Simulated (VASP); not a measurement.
Input of a VASP 6.6.1 run:

INCAR

```
SYSTEM = CdS
ADDGRID = .False.
ALGO = Normal
EDIFF = 1E-7
EFERMI = MIDGAP
ENCUT = 720
GGA_COMPAT = .False.
ISIF = 2
ISMEAR = 0
KPAR = 2
LASPH = .True.
LCHARG = .False.
LMIXTAU = .True.
LREAL = .False.
LWAVE = .False.
METAGGA = SCAN
NBANDS = 29
NELM = 120
PREC = Accurate
SIGMA = 0.03
```

KPOINTS

```
Automatic mesh
0
Gamma
  13 13 13
  0 0 0
```

The input POSCAR:

```
CdS
1.0
    0.0000000000      2.9165000000      2.8873350000
    2.9165000000      0.0000000000      2.8873350000
    2.9165000000      2.9165000000      0.0000000000
Cd S
1 1
Direct
    0.0000000000      0.0000000000      0.0000000000
    0.7568575300      0.7568575300      0.7431424700
```

Potentials or basis: VASP PAW PBE potentials, release 64 (Cd, S).

Run with:

```sh
$ cat potpaw_PBE.64/Cd/POTCAR potpaw_PBE.64/S/POTCAR > POTCAR
$ mpirun -np 2 vasp_std > vasp.out
```

Q: What does it give for the band gap on the k mesh?

A: 1.52 eV.

Q: Predict the largest force.

A: 0.212 eV/Å.

Q: What does it give for the pressure?

A: 1.9 GPa.

Forces in eV/Å, atoms in the order of the input:
```
Cd   0.000  0.000  0.212
S    0.000  0.000 -0.212
```

Caveat: the cell differs from its parent crystal (last atom moved by 0.04 Å along z, cell strained by -1.0% along z); the PAW data sets were made with another functional, which shifts forces and pressure a little; an odd mesh through Γ misses points on the zone boundary, where band edges can lie.
